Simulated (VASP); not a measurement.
# Co (P-3m1) in VASP: settings compared

Aim: see how the results for Co move with the level of theory and the settings. Levels: PBEsol, r2SCAN. Tasks: single point, relaxation of cell and atoms.

All numbers are computed with VASP 6.6.1; they aren't measurements. Logs are shortened: lines on timing, memory, paths and dates and some standing lists are left out, and cuts for length are marked.

## Step 1: The cell of the first run

Symmetry: P-3m1, No. 164, trigonal system. Conventional cell: a = 2.487 Å, b = 2.487 Å, c = 4.063 Å, α = 90.00°, β = 90.00°, γ = 120.00°. Within 3.2 Å of Co (site symmetry 3m) lie 12 Co at 2.42 to 2.55 Å.

## Step 2: Single point, PBEsol, collinear spin, ferrimagnetic start

INCAR

```
SYSTEM = Co
  ALGO = Normal
  EDIFF = 1E-7
  ENCUT = 520
  GGA = PS
  ISIF = 2
  ISMEAR = -1
  ISPIN = 2
  LASPH = .True.
  LCHARG = .False.
  LMAXMIX = 4
  LORBIT = 11
  LREAL = .False.
  LWAVE = .False.
  MAGMOM = 0.68 -2.21
  NBANDS = 20
  NELM = 150
  PREC = Accurate
  SIGMA = 0.05
```

KPOINTS

```
k-points
0
Gamma
  12 12 7
  0 0 0
```

POSCAR

```
Co
1.0
    2.4873648738      0.0000000000      0.0000000000
   -1.2436824369      2.1541211692      0.0000000000
    0.0000000000      0.0000000000      4.0632895034
Co
2
Direct
    0.3333333333      0.6666666667      0.7401390000
    0.6666666667      0.3333333333      0.2598610000
```

Potentials or basis: VASP PAW PBE potentials, release 64 (Co).

Run with:

```console
cat potpaw_PBE.64/Co/POTCAR > POTCAR
mpirun -np 1 vasp_std > vasp.out
```

OUTCAR:

```text
SYSTEM = Co
   EDIFF = 1E-7
   ENCUT = 520
   GGA = PS
   ISIF = 2
   ISMEAR = -1
   ISPIN = 2
   LASPH = .True.
   LORBIT = 11
   LREAL = .False.
   NELM = 150
   PREC = Accurate

 ion  position               nearest neighbor table
   1  0.333  0.667  0.740-   2 2.42   2 2.42   2 2.42   2 2.55   2 2.55   2 2.55
   2  0.667  0.333  0.260-   1 2.42   1 2.42   1 2.42   1 2.55   1 2.55   1 2.55

  LATTYP: Found a hexagonal cell.
 ALAT       =     2.4873648738
 C/A-ratio  =     1.6335719565

  Lattice vectors:

 A1 = (   2.4873648738,   0.0000000000,   0.0000000000)
 A2 = (  -1.2436824369,   2.1541211692,   0.0000000000)
 A3 = (   0.0000000000,   0.0000000000,   4.0632895034)

Analysis of symmetry for initial positions (statically):
=====================================================================
 Subroutine PRICEL returns:
 Original cell was already a primitive cell.

 Routine SETGRP: Setting up the symmetry group for a
 hexagonal supercell.

 Subroutine GETGRP returns: Found 12 space group operations
 (whereof 12 operations were pure point group operations)
 out of a pool of 24 trial point group operations.

The static configuration has the point symmetry D_3d.

Analysis of symmetry for dynamics (positions and initial velocities):
=====================================================================
 Subroutine PRICEL returns:
 Original cell was already a primitive cell.

 Routine SETGRP: Setting up the symmetry group for a
 hexagonal supercell.

 Subroutine GETGRP returns: Found 12 space group operations
 (whereof 12 operations were pure point group operations)
 out of a pool of 24 trial point group operations.

The dynamic configuration has the point symmetry D_3d.

Analysis of structural, dynamic, and magnetic symmetry:
=====================================================================
 Subroutine PRICEL returns:
 Original cell was already a primitive cell.

 Routine SETGRP: Setting up the symmetry group for a
 hexagonal supercell.

 Subroutine GETGRP returns: Found  6 space group operations
 (whereof  6 operations were pure point group operations)
 out of a pool of 24 trial point group operations.

The overall configuration has the point symmetry C_3v.

 Subroutine INISYM returns: Found  6 space group operations
 (whereof  6 operations are pure point group operations),
 and found     1 'primitive' translations

----------------------------------------------------------------------------------------

                                     Primitive cell

  volume of cell :      21.7715

  direct lattice vectors                    reciprocal lattice vectors
     2.487364874  0.000000000  0.000000000     0.402031889  0.232113220  0.000000000
    -1.243682437  2.154121169  0.000000000     0.000000000  0.464226439  0.000000000
     0.000000000  0.000000000  4.063289503     0.000000000  0.000000000  0.246106018

  length of vectors
     2.487364874  2.487364874  4.063289503     0.464226439  0.464226439  0.246106018

  position of ions in fractional coordinates (direct lattice)
     0.333333333  0.666666667  0.740139000
     0.666666667  0.333333333  0.259861000

  ion indices of the primitive-cell ions
   primitive index   ion index
                 1           1
                 2           2

----------------------------------------------------------------------------------------

 KPOINTS: k-points

Automatic generation of k-mesh.
 Grid dimensions read from file:
 generate k-points for:   12   12    7

 Generating k-lattice:

  Cartesian coordinates                     Fractional coordinates (reciprocal lattice)
     0.033502657  0.019342768  0.000000000     0.083333333  0.000000000  0.000000000
     0.000000000  0.038685537  0.000000000     0.000000000  0.083333333  0.000000000
     0.000000000  0.000000000  0.035158003     0.000000000  0.000000000  0.142857143

  Length of vectors
     0.038685537  0.038685537  0.035158003

  Shift w.r.t. Gamma in fractional coordinates (k-lattice)
     0.000000000  0.000000000  0.000000000

 Subroutine IBZKPT returns following result:
 ===========================================

 Found    112 irreducible k-points:

 Following reciprocal coordinates:
            Coordinates               Weight
  0.000000  0.000000  0.000000      1.000000
  0.083333  0.000000  0.000000      6.000000
  0.166667  0.000000  0.000000      6.000000
  0.250000  0.000000  0.000000      6.000000
  0.333333  0.000000  0.000000      6.000000
  0.416667  0.000000  0.000000      6.000000
[... 16 lines left out ...]
  0.166667  0.000000  0.142857      6.000000
  0.000000  0.166667  0.142857      6.000000
 [... further k-points ...]
   k-points           NKPTS =    112   k-points in BZ     NKDIM =    112   number of bands    NBANDS=     20
   number of dos      NEDOS =    301   number of ions     NIONS =      2
   total plane-waves  NPLWV =   9720
   dimension x,y,z NGX =    18 NGY =   18 NGZ =   30
   dimension x,y,z NGXF=    36 NGYF=   36 NGZF=   60
   ions per type =               2
   NGX,Y,Z   is equivalent  to a cutoff of  12.03, 12.03, 12.27 a.u.
   NGXF,Y,Z  is equivalent  to a cutoff of  24.06, 24.06, 24.55 a.u.
 SYSTEM =  Co
   PREC   = accura    normal or accurate (medium, high low for compatibility)
   ISTART =      0    job   : 0-new  1-cont  2-samecut
   ICHARG =      2    charge: 1-file 2-atom 10-const
   ISPIN  =      2    spin polarized calculation?
   LNONCOLLINEAR =      F non collinear calculations
   LSORBIT =      F    spin-orbit coupling
   LASPH  =      T    aspherical Exc in radial PAW
   ENCUT  =  520.0 eV  38.22 Ry    6.18 a.u.   4.62  4.62  7.56*2*pi/ulx,y,z
   NELM   =    150;   NELMIN=  2; NELMDL= -5     # of ELM steps
   EDIFF  = 0.1E-06   stopping-criterion for ELM
   LREAL  =      F    real-space projection
   EDIFFG = 0.1E-05   stopping-criterion for IOM
   NSW    =      0    number of steps for IOM
   IBRION =     -1    ionic relax: 0-MD 1-quasi-New 2-CG
   NFREE  =      0    steps in history (QN), initial steepest desc. (CG)
   ISIF   =      2    stress and relaxation
   ISYM   =      2    0-nonsym 1-usesym 2-fastsym
   POTIM  = 0.5000    time-step for ionic-motion
   TEBEG  =    0.0;   TEEND  =   0.0 temperature during run
   PSTRESS=    0.0 pullay stress
   NELECT =      18.0000    total number of electrons
   NUPDOWN=      -1.0000    fix difference up-down
   EMIN   =  10.00;   EMAX   =-10.00  energy-range for DOS
   EFERMI =   0.00;   METHOD = LEGACY
   ISMEAR =    -1;   SIGMA  =   0.05  broadening in eV -4-tet -1-fermi 0-gaus
   EFERMI_NEDOS =   21; number of points for ismear=-14 and -15
   IALGO  =     38    algorithm
   IMIX   =      4    mixing-type and parameters
     AMIX     =   0.40;   BMIX     =  1.00
     AMIX_MAG =   1.60;   BMIX_MAG =  1.00
  volume/ion in A,a.u.               =      10.89        73.46
  Fermi-wavevector in a.u.,A,eV,Ry     =   1.536514  2.903591 32.121660  2.360875
  Thomas-Fermi vector in A             =   2.643152
   LORBIT       =     11    0 simple, 1 ext, 2 COOP (PROOUT), +10 PAW based schemes
   GGA     = PS    functional components
   LHFCALC =     F    Hartree Fock is set to
   AEXX    =    0.0000 exact exchange contribution
   IVDW    =     0    specifies the selected vdW correction
   LEPSILON=     F    determine dielectric tensor
   LRPA    =     F    only Hartree local field effects (RPA)
 spin polarized calculation
  energy-cutoff  :      520.00
  volume of cell :       21.77
 maximum number of plane-waves:       600
   NGX =  9   NGY =  9   NGZ = 15

 number of electron      17.9999996 magnetization      -0.0016670

 number of electron      17.9999996 magnetization       0.0004705

 Free energy of the ion-electron system (eV)
  ---------------------------------------------------
  ext. energy  EPLUGINS =         0.00000000
  ---------------------------------------------------
  free energy    TOTEN  =       -14.98413332 eV

  energy without entropy =      -14.93909588  energy(sigma->0) =      -14.96161460

 E-fermi :  10.0081     XC(G=0): -13.5687

 val. band max:       10.0045164395   @ k =   0.4167   0.0000   0.2857
 cond. band min:      10.0099689806   @ k =   0.2500   0.0833   0.2857
 fundamental gap:      0.0054525411
 Fermi energy:        10.0081358006

 spin component 1

 k-point     1 :       0.0000    0.0000    0.0000
  band No.  band energies     occupation
      1       1.0910      1.00000
      2       5.2731      1.00000
      3       7.9056      1.00000
      4       7.9056      1.00000
      5       8.1078      1.00000
      6       8.6543      1.00000
[... 12 lines left out ...]
     19      36.1511      0.00000
     20      36.1511      0.00000

 k-point     2 :       0.0833    0.0000    0.0000
  band No.  band energies     occupation
      1       1.3358      1.00000
      2       5.4293      1.00000
      3       7.7399      1.00000
      4       8.0174      1.00000
      5       8.2119      1.00000
      6       8.4097      1.00000
[... 498 lines left out ...]
 k-point    24 :       0.0000    0.1667    0.1429
  band No.  band energies     occupation
      1       2.2344      1.00000
      2       5.7831      1.00000
      3       7.4212      1.00000
      4       7.5506      1.00000
      5       8.1474      1.00000
      6       8.2752      1.00000
[... 12 lines left out ...]
     19      36.5365      0.00000
     20      37.5663      0.00000

 [... further k-points ...]

 spin component 2

 k-point     1 :       0.0000    0.0000    0.0000
  band No.  band energies     occupation
      1       1.0910      1.00000
      2       5.2733      1.00000
      3       7.9059      1.00000
      4       7.9059      1.00000
      5       8.1081      1.00000
      6       8.6546      1.00000
[... 12 lines left out ...]
     19      36.1511      0.00000
     20      36.1511      0.00000

 k-point     2 :       0.0833    0.0000    0.0000
  band No.  band energies     occupation
      1       1.3358      1.00000
      2       5.4294      1.00000
      3       7.7402      1.00000
      4       8.0177      1.00000
      5       8.2121      1.00000
      6       8.4099      1.00000
[... 498 lines left out ...]
 k-point    24 :       0.0000    0.1667    0.1429
  band No.  band energies     occupation
      1       2.2345      1.00000
      2       5.7833      1.00000
      3       7.4214      1.00000
      4       7.5508      1.00000
      5       8.1476      1.00000
      6       8.2755      1.00000
[... 12 lines left out ...]
     19      36.5366      0.00000
     20      37.5664      0.00000

 [... further k-points ...]
[... 5 lines left out ...]
  --------------------------------------------------------------------------------------
  -------------------------------------------------------------------------------------
  Total       -2.2738578     -2.2738578     -2.3702835      0.0000000     -0.0000000      0.0000000
  in kB     -167.3348888   -167.3348888   -174.4309237      0.0000000     -0.0000000      0.0000000
  external PRESSURE =    -169.7002337 kB  Pullay stress =       0.0000000 kB

 VOLUME and BASIS-vectors are now :
 -----------------------------------------------------------------------------
  energy-cutoff  :      520.00
  volume of cell :       21.77
      direct lattice vectors                 reciprocal lattice vectors
     2.487364874  0.000000000  0.000000000     0.402031889  0.232113220  0.000000000
    -1.243682437  2.154121169  0.000000000     0.000000000  0.464226439  0.000000000
     0.000000000  0.000000000  4.063289503     0.000000000  0.000000000  0.246106018

 POSITION                                       TOTAL-FORCE (eV/Angst)
 -----------------------------------------------------------------------------------
     -0.00000      1.43608      3.00740        -0.000000      0.000000      0.527946
      1.24368      0.71804      1.05589         0.000000     -0.000000     -0.527946
 -----------------------------------------------------------------------------------
    total drift:                               -0.000000      0.000000     -0.000018

  FREE ENERGIE OF THE ION-ELECTRON SYSTEM (eV)
  ---------------------------------------------------
  free  energy   TOTEN  =       -14.9841333245 eV

  energy  without entropy=      -14.9390958827  energy(sigma->0) =      -14.96161460

 total charge

# of ion       s       p       d       tot
------------------------------------------
    1        0.484   0.521   7.264   8.269
    2        0.484   0.521   7.264   8.269
--------------------------------------------------
tot          0.969   1.042  14.527  16.538

 magnetization (x)

# of ion       s       p       d       tot
------------------------------------------
    1        0.000   0.006   0.898   0.903
    2       -0.000  -0.006  -0.897  -0.903
--------------------------------------------------
tot         -0.000  -0.000   0.001   0.001
```

Wall time 3.6 min (1 thread of Intel Xeon 8259CL, shared host); peak memory 0.19 GiB.

What came out:

* Free energy: -14.9841 eV
* Pressure: -17.0 GPa
* Largest force: 0.528 eV/Å
* Band gap on the k mesh: zero (filled and empty bands overlap)
* Net moment: 0.00 μB per cell
* Site moments: Co +0.90, -0.90 μB
* Valence electrons inside the program's atomic spheres: Co 8.27

Forces on the atoms (eV/Å):
```
Co   0.000  0.000  0.528
Co   0.000  0.000 -0.528
```

Stress tensor (GPa, compression positive):
```
-16.73   0.00   0.00
  0.00 -16.73   0.00
  0.00   0.00 -17.44
```

Caveat: the cell stands under tension; the PAW data sets were made with another functional, which shifts forces and pressure a little.

(Part 1 of 2 ends here.)

The gap in the log of VASP goes by the Fermi energy; the results here count the filled bands.